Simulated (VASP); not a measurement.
# Sb16PS23 (a cell with a defect) (Stibnite) in VASP: single point with PBE

Aim: the single point of Sb16PS23 (a cell with a defect) (Stibnite) with PBE.

All numbers are computed with VASP 6.6.1; they aren't measurements. Logs are shortened: lines on timing, memory, paths and dates and some standing lists are left out, and cuts for length are marked.

### 1 The cell of the first run

The cell holds a defect, 40 atoms: a = 11.311 Å, b = 7.678 Å, c = 11.223 Å, α = 90.00°, β = 90.00°, γ = 90.00°.

### 2 Single point, PBE

Contents of INCAR:

```
PREC = Accurate
ENCUT = 520
EDIFF = 1E-6
ISMEAR = -1
SIGMA = 0.01
LREAL = Auto
LASPH = T
NELM = 100
ALGO = Normal
ISIF = 2
LWAVE = F
LCHARG = F
GGA = PE
NBANDS = 138
NELECT = 224.0
```

Contents of KPOINTS:

```
Automatic mesh
0
Gamma
  2 3 2
```

Contents of POSCAR:

```
Sb16PS23
1.0
   11.3110000000      0.0000000000      0.0000000000
    0.0000000000      7.6778000000      0.0000000000
    0.0000000000      0.0000000000     11.2230000000
Sb S P
16 23 1
Direct
    0.4706247056      0.1267086088      0.3230612013
    0.4706247056      0.6232913912      0.3230612013
    0.0261046674      0.3750000000      0.8238071624
    0.0208477845      0.8750000000      0.8231880083
    0.9749219609      0.1244183515      0.1741753808
    0.9749219609      0.6255816485      0.1741753808
    0.5319926964      0.3750000000      0.6742498991
    0.5379274717      0.8750000000      0.6829327251
    0.3501713233      0.3750000000      0.0346891200
    0.3486668186      0.8750000000      0.0314176524
    0.1521732597      0.1240872116      0.5326824411
    0.1521732597      0.6259127884      0.5326824411
    0.8482754266      0.3750000000      0.4642273105
    0.8483926841      0.8750000000      0.4664073568
    0.6476783373      0.1343951068      0.9777374611
    0.6476783373      0.6156048932      0.9777374611
    0.2881166158      0.1244272151      0.1891460075
    0.2881166158      0.6255727849      0.1891460075
    0.2085244714      0.3750000000      0.6899009082
    0.2058528890      0.8750000000      0.6901960227
    0.7918785565      0.1244469845      0.3074647952
    0.7918785565      0.6255530155      0.3074647952
    0.7088014095      0.3750000000      0.8147471878
    0.7148809978      0.8750000000      0.8085747225
    0.5477541524      0.8750000000      0.1273716190
    0.9493303171      0.1252319340      0.6222475093
    0.9493303171      0.6247680660      0.6222475093
    0.0507931928      0.3750000000      0.3740701582
    0.0499369789      0.8750000000      0.3750040343
    0.4512528549      0.1216565921      0.8754177316
    0.4512528549      0.6283434079      0.8754177316
    0.3736044982      0.3750000000      0.4397733499
    0.3720855670      0.8750000000      0.4403177479
    0.1222939772      0.1227561724      0.9373378685
    0.1222939772      0.6272438276      0.9373378685
    0.8769151507      0.3750000000      0.0587189908
    0.8757342005      0.8750000000      0.0608548332
    0.6265179402      0.1299146352      0.5561834929
    0.6265179402      0.6200853648      0.5561834929
    0.5531605689      0.3750000000      0.1286434119
```

Potentials or basis: VASP PAW PBE potentials, release 64 (Sb, S, P).

On the command line:

```
$ cat potpaw_PBE.64/Sb/POTCAR potpaw_PBE.64/S/POTCAR potpaw_PBE.64/P/POTCAR > POTCAR
$ mpirun -np 1 vasp_std > vasp.out
```

OUTCAR:

```text
PREC = Accurate
   ENCUT = 520
   EDIFF = 1E-6
   ISMEAR = -1
   LREAL = Auto
   LASPH = T
   NELM = 100
   ISIF = 2
   GGA = PE
   NELECT = 224.0

 ion  position               nearest neighbor table
   1  0.471  0.127  0.323-  17 2.55  32 2.56  33 2.59  40 3.04  25 3.05  38 3.16
   2  0.471  0.623  0.323-  18 2.55  32 2.56  33 2.59  40 3.04  25 3.05  39 3.16
   3  0.026  0.375  0.824-  19 2.55  34 2.56  35 2.56  26 3.09  27 3.09  36 3.13
   4  0.021  0.875  0.823-  34 2.56  35 2.56  20 2.57  26 3.07  27 3.07  37 3.13
   5  0.975  0.124  0.174-  21 2.55  37 2.56  36 2.57  29 3.08  28 3.08  34 3.14
   6  0.975  0.626  0.174-  22 2.55  37 2.56  36 2.57  29 3.08  28 3.08  35 3.14
   7  0.532  0.375  0.674-  38 2.54  39 2.54  23 2.55  30 3.12  31 3.12  32 3.18
   8  0.538  0.875  0.683-  24 2.45  38 2.62  39 2.62  30 3.04  31 3.04
   9  0.350  0.375  0.035-  40 2.53  18 2.68  17 2.68  31 2.88  30 2.88
  10  0.349  0.875  0.031-  25 2.50  18 2.70  17 2.70  30 2.83  31 2.83
  11  0.152  0.124  0.533-  26 2.50  20 2.67  19 2.69  29 2.85  28 2.86
  12  0.152  0.626  0.533-  27 2.50  20 2.67  19 2.69  29 2.85  28 2.86
  13  0.848  0.375  0.464-  28 2.50  22 2.68  21 2.68  27 2.85  26 2.85
  14  0.848  0.875  0.466-  29 2.50  22 2.69  21 2.69  27 2.84  26 2.84
  15  0.648  0.134  0.978-  30 2.50  23 2.69  40 2.72  25 2.84  24 2.85  16 3.69
  16  0.648  0.616  0.978-  31 2.50  23 2.69  40 2.72  25 2.84  24 2.85  15 3.69
  17  0.288  0.124  0.189-   1 2.55   9 2.68  10 2.70
  18  0.288  0.626  0.189-   2 2.55   9 2.68  10 2.70
  19  0.209  0.375  0.690-   3 2.55  11 2.69  12 2.69
  20  0.206  0.875  0.690-   4 2.57  11 2.67  12 2.67
  21  0.792  0.124  0.307-   5 2.55  13 2.68  14 2.69
  22  0.792  0.626  0.307-   6 2.55  13 2.68  14 2.69
  23  0.709  0.375  0.815-   7 2.55  15 2.69  16 2.69
  24  0.715  0.875  0.809-   8 2.45  15 2.85  16 2.85
  25  0.548  0.875  0.127-  10 2.50  15 2.84  16 2.84   2 3.05   1 3.05
  26  0.949  0.125  0.622-  11 2.50  14 2.84  13 2.85   4 3.07   3 3.09
  27  0.949  0.625  0.622-  12 2.50  14 2.84  13 2.85   4 3.07   3 3.09
  28  0.051  0.375  0.374-  13 2.50  12 2.86  11 2.86   6 3.08   5 3.08
  29  0.050  0.875  0.375-  14 2.50  12 2.85  11 2.85   6 3.08   5 3.08
  30  0.451  0.122  0.875-  15 2.50  10 2.83   9 2.88   8 3.04   7 3.12
  31  0.451  0.628  0.875-  16 2.50  10 2.83   9 2.88   8 3.04   7 3.12
  32  0.374  0.375  0.440-   1 2.56   2 2.56   7 3.18
  33  0.372  0.875  0.440-   1 2.59   2 2.59
  34  0.122  0.123  0.937-   3 2.56   4 2.56   5 3.14
  35  0.122  0.627  0.937-   3 2.56   4 2.56   6 3.14
  36  0.877  0.375  0.059-   5 2.57   6 2.57   3 3.13
  37  0.876  0.875  0.061-   5 2.56   6 2.56   4 3.13
  38  0.627  0.130  0.556-   7 2.54   8 2.62   1 3.16
  39  0.627  0.620  0.556-   7 2.54   8 2.62   2 3.16
  40  0.553  0.375  0.129-   9 2.53  15 2.72  16 2.72   2 3.04   1 3.04

  LATTYP: Found a simple orthorhombic cell.
 ALAT       =     7.6778000000
 B/A-ratio  =     1.4617468546
 C/A-ratio  =     1.4732084712

  Lattice vectors:

 A1 = (   0.0000000000,   7.6778000000,   0.0000000000)
 A2 = (   0.0000000000,   0.0000000000,  11.2230000000)
 A3 = (  11.3110000000,   0.0000000000,   0.0000000000)

Analysis of symmetry for initial positions (statically):
=====================================================================
 Subroutine PRICEL returns:
 Original cell was already a primitive cell.

 Routine SETGRP: Setting up the symmetry group for a
 simple orthorhombic supercell.

 Subroutine GETGRP returns: Found  2 space group operations
 (whereof  1 operations were pure point group operations)
 out of a pool of  8 trial point group operations.

The static configuration has the point symmetry C_1 .
 The point group associated with its full space group is C_1h.

Analysis of symmetry for dynamics (positions and initial velocities):
=====================================================================
 Subroutine PRICEL returns:
 Original cell was already a primitive cell.

 Routine SETGRP: Setting up the symmetry group for a
 simple orthorhombic supercell.

 Subroutine GETGRP returns: Found  2 space group operations
 (whereof  1 operations were pure point group operations)
 out of a pool of  8 trial point group operations.

The dynamic configuration has the point symmetry C_1 .
 The point group associated with its full space group is C_1h.

 Subroutine INISYM returns: Found  2 space group operations
 (whereof  1 operations are pure point group operations),
 and found     1 'primitive' translations

----------------------------------------------------------------------------------------

                                     Primitive cell

  volume of cell :     974.6457

[... 53 lines left out ...]
                 2           2
                 3           3
                 4           4
                 5           5
                 6           6
[... 32 lines left out ...]
                39          39
                40          40

----------------------------------------------------------------------------------------

 KPOINTS: Automatic mesh

Automatic generation of k-mesh.
 Grid dimensions read from file:
 generate k-points for:    2    3    2

 Generating k-lattice:

  Cartesian coordinates                     Fractional coordinates (reciprocal lattice)
     0.044204756  0.000000000  0.000000000     0.500000000  0.000000000  0.000000000
     0.000000000  0.043415214  0.000000000     0.000000000  0.333333333  0.000000000
     0.000000000  0.000000000  0.044551368     0.000000000  0.000000000  0.500000000

  Length of vectors
     0.044204756  0.043415214  0.044551368

  Shift w.r.t. Gamma in fractional coordinates (k-lattice)
     0.000000000  0.000000000  0.000000000

 Subroutine IBZKPT returns following result:
 ===========================================

 Found      8 irreducible k-points:

 Following reciprocal coordinates:
            Coordinates               Weight
  0.000000  0.000000  0.000000      1.000000
  0.500000  0.000000  0.000000      1.000000
  0.000000  0.333333  0.000000      2.000000
  0.500000  0.333333  0.000000      2.000000
  0.000000  0.000000  0.500000      1.000000
  0.500000  0.000000  0.500000      1.000000
  0.000000  0.333333  0.500000      2.000000
  0.500000  0.333333  0.500000      2.000000
   k-points           NKPTS =      8   k-points in BZ     NKDIM =      8   number of bands    NBANDS=    138
   number of dos      NEDOS =    301   number of ions     NIONS =     40
   total plane-waves  NPLWV = 423360
   dimension x,y,z NGX =    84 NGY =   60 NGZ =   84
   dimension x,y,z NGXF=   168 NGYF=  120 NGZF=  168
   ions per type =              16  23   1
   NGX,Y,Z   is equivalent  to a cutoff of  12.35, 12.99, 12.44 a.u.
   NGXF,Y,Z  is equivalent  to a cutoff of  24.69, 25.98, 24.89 a.u.
 SYSTEM =  unknown system
   PREC   = accura    normal or accurate (medium, high low for compatibility)
   ISTART =      0    job   : 0-new  1-cont  2-samecut
   ICHARG =      2    charge: 1-file 2-atom 10-const
   ISPIN  =      1    spin polarized calculation?
   LNONCOLLINEAR =      F non collinear calculations
   LSORBIT =      F    spin-orbit coupling
   LASPH  =      T    aspherical Exc in radial PAW
   ENCUT  =  520.0 eV  38.22 Ry    6.18 a.u.  21.03 14.28 20.87*2*pi/ulx,y,z
   NELM   =    100;   NELMIN=  2; NELMDL= -5     # of ELM steps
   EDIFF  = 0.1E-05   stopping-criterion for ELM
   LREAL  =      T    real-space projection
   EDIFFG = 0.1E-04   stopping-criterion for IOM
   NSW    =      0    number of steps for IOM
   IBRION =     -1    ionic relax: 0-MD 1-quasi-New 2-CG
   NFREE  =      0    steps in history (QN), initial steepest desc. (CG)
   ISIF   =      2    stress and relaxation
   ISYM   =      2    0-nonsym 1-usesym 2-fastsym
   POTIM  = 0.5000    time-step for ionic-motion
   TEBEG  =    0.0;   TEEND  =   0.0 temperature during run
   PSTRESS=    0.0 pullay stress
   NELECT =     224.0000    total number of electrons
   NUPDOWN=      -1.0000    fix difference up-down
   EMIN   =  10.00;   EMAX   =-10.00  energy-range for DOS
   EFERMI =   0.00;   METHOD = LEGACY
   ISMEAR =    -1;   SIGMA  =   0.01  broadening in eV -4-tet -1-fermi 0-gaus
   EFERMI_NEDOS =   21; number of points for ismear=-14 and -15
   IALGO  =     38    algorithm
   IMIX   =      4    mixing-type and parameters
     AMIX     =   0.40;   BMIX     =  1.00
     AMIX_MAG =   1.60;   BMIX_MAG =  1.00
  volume/ion in A,a.u.               =      24.37       164.43
  Fermi-wavevector in a.u.,A,eV,Ry     =   1.002787  1.894992 13.681764  1.005581
  Thomas-Fermi vector in A             =   2.135296
   LORBIT       =      0    0 simple, 1 ext, 2 COOP (PROOUT), +10 PAW based schemes
   GGA     = PE    functional components
   LHFCALC =     F    Hartree Fock is set to
   AEXX    =    0.0000 exact exchange contribution
   IVDW    =     0    specifies the selected vdW correction
   LEPSILON=     F    determine dielectric tensor
   LRPA    =     F    only Hartree local field effects (RPA)
 non-spin polarized calculation
  energy-cutoff  :      520.00
  volume of cell :      974.65
 maximum number of plane-waves:     26274
   NGX = 43   NGY = 29   NGZ = 41

 number of electron     223.9999989 magnetization

 Free energy of the ion-electron system (eV)
  ---------------------------------------------------
  ext. energy  EPLUGINS =         0.00000000
  ---------------------------------------------------
  free energy    TOTEN  =      -169.41407410 eV

  energy without entropy =     -169.41407410  energy(sigma->0) =     -169.41407410

 E-fermi :   5.6586     XC(G=0):  -9.4677

 val. band max:        5.4226127964   @ k =   0.5000   0.0000   0.0000
 cond. band min:       6.4962871301   @ k =   0.0000   0.0000   0.5000
 fundamental gap:      1.0736743337
 Fermi energy:         5.6586387219

 k-point     1 :       0.0000    0.0000    0.0000
  band No.  band energies     occupation
      1      -8.9808      2.00000
      2      -8.5888      2.00000
      3      -8.2904      2.00000
      4      -8.0661      2.00000
      5      -8.0548      2.00000
      6      -7.7481      2.00000
[... 1005 lines left out ...]
    123       7.7711      0.00000
    124       7.8266      0.00000
 [bands above 124 left out]

------------------------ aborting loop because EDIFF is reached ----------------------------------------

  FORCE on cell =-STRESS in cart. coord.  units (eV):
  Direction    XX          YY          ZZ          XY          YZ          ZX
  --------------------------------------------------------------------------------------
  -------------------------------------------------------------------------------------
  Total       21.1554521     21.8927242     16.2299551      0.0000000      0.0000000      0.5119275
  in kB       34.7765210     35.9884902     26.6797122      0.0000000      0.0000000      0.8415352
  external PRESSURE =      32.4815745 kB  Pullay stress =       0.0000000 kB

 VOLUME and BASIS-vectors are now :
 -----------------------------------------------------------------------------
  energy-cutoff  :      520.00
  volume of cell :      974.65
      direct lattice vectors                 reciprocal lattice vectors
    11.311000000  0.000000000  0.000000000     0.088409513  0.000000000  0.000000000
     0.000000000  7.677800000  0.000000000     0.000000000  0.130245643  0.000000000
     0.000000000  0.000000000 11.223000000     0.000000000  0.000000000  0.089102735

 POSITION                                       TOTAL-FORCE (eV/Angst)
 -----------------------------------------------------------------------------------
      5.32324      0.97284      3.62572         0.007453     -0.007792     -0.013538
      5.32324      4.78551      3.62572         0.007453      0.007792     -0.013538
      0.29527      2.87918      9.24559        -0.014096      0.000000     -0.008827
      0.23581      6.71808      9.23864        -0.004894      0.000000     -0.010181
     11.02734      0.95526      1.95477         0.009730      0.005420      0.008234
     11.02734      4.80309      1.95477         0.009730     -0.005420      0.008234
[... 32 lines left out ...]
      7.08654      4.76089      6.24205         0.010221      0.015583     -0.007510
      6.25680      2.87918      1.44377         0.015299      0.000000      0.025439
 -----------------------------------------------------------------------------------
    total drift:                                0.005433     -0.000000      0.005444

  FREE ENERGIE OF THE ION-ELECTRON SYSTEM (eV)
  ---------------------------------------------------
  free  energy   TOTEN  =      -169.4140740960 eV

  energy  without entropy=     -169.4140740960  energy(sigma->0) =     -169.41407410
```

It took 44 min on 1 thread of Intel Xeon Platinum 8488C (Sapphire Rapids), shared host; peak memory 1.2 GiB.

Results:

* Free energy: -169.4141 eV
* Largest force: 0.030 eV/Å

Forces in eV/Å, atoms in the order of the input:
```
Sb   0.007 -0.008 -0.014
Sb   0.007  0.008 -0.014
Sb  -0.014  0.000 -0.009
Sb  -0.005  0.000 -0.010
Sb   0.010  0.005  0.008
Sb   0.010 -0.005  0.008
Sb  -0.012  0.000  0.025
Sb   0.002  0.000  0.013
Sb  -0.018  0.000 -0.019
Sb   0.015  0.000 -0.003
Sb  -0.006 -0.005 -0.009
Sb  -0.006  0.005 -0.009
Sb   0.004  0.000  0.012
Sb   0.013  0.000  0.008
Sb   0.005 -0.009 -0.005
Sb   0.005  0.009 -0.005
S   -0.006  0.001  0.006
S   -0.006 -0.001  0.006
S    0.003  0.000  0.001
S   -0.004  0.000  0.004
S    0.000  0.000 -0.001
S    0.000  0.000 -0.001
S   -0.002  0.000  0.001
S    0.002  0.000  0.001
S    0.004  0.000  0.001
S   -0.011 -0.003  0.002
S   -0.011  0.003  0.002
S    0.009  0.000 -0.002
S    0.006  0.000 -0.002
S   -0.010 -0.001  0.002
S   -0.010  0.001  0.002
S   -0.011  0.000 -0.008
S   -0.003  0.000  0.000
S    0.011 -0.003  0.003
S    0.011  0.003  0.003
S   -0.012  0.000  0.001
S   -0.012  0.000 -0.010
S    0.010 -0.016 -0.008
S    0.010  0.016 -0.008
P    0.015  0.000  0.025
```

Levels at points of the mesh, in eV from the Fermi level:
```
           k point  band 109  band 110  band 111  band 112  band 113  band 114  band 115  band 116
(0.00, 0.00, 0.00)     -0.55     -0.44     -0.29     -0.24      0.95      1.11      1.20      1.44
(0.50, 0.00, 0.00)     -0.47     -0.45     -0.43     -0.24      1.06      1.09      1.33      1.56
(0.00, 0.00, 0.50)     -0.56     -0.49     -0.38     -0.30      0.84      1.00      1.34      1.37
(0.50, 0.00, 0.50)     -0.72     -0.63     -0.57     -0.48      0.91      1.06      1.58      1.59
```

Caveat: the cell carries a net charge on a neutralising background, which shifts energy and pressure; the cell is charged against a uniform background, so pressure and absolute levels hang on convention; spin-orbit coupling is left out, which moves the levels of the heavy elements.
